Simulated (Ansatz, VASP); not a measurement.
GaP: VASP beside Ansatz

```
Ga P
1.0
     2.74726    2.74726    0.00000
    -2.74726    2.74726    0.00000
     0.00000    2.74726    2.74726
Ga P
1 1
Direct
  0.00000 0.00000 0.00000
  0.75000 0.25000 0.50000
```

Alike in both runs: task single point; functional r2SCAN; k mesh 8 × 8 × 8; no spin polarisation.

|  | VASP | Ansatz |
| --- | --- | --- |
| version | VASP 6.6.1 | Ansatz 0.2.0 |
| potentials or method | VASP PAW PBE potentials, release 64 (Ga_d, P) | PAW with Ansatz's default frozen-core files, scalar-relativistic |
| plane-wave cutoff (eV) | 520 | 500 |
| occupations | gaussian, width 0.01 eV | fixed |
| valence electrons in the cell | 18 | 18 |

|  | VASP | Ansatz | Ansatz less VASP |
| --- | --- | --- | --- |
| gap on the k mesh at the Fermi level (eV) | 1.94 | 1.93 | -0.008 |
| pressure (GPa) | -2.1 | -2.0 | +0.09 |

VASP's potentials were made for PBE, not for r2SCAN.
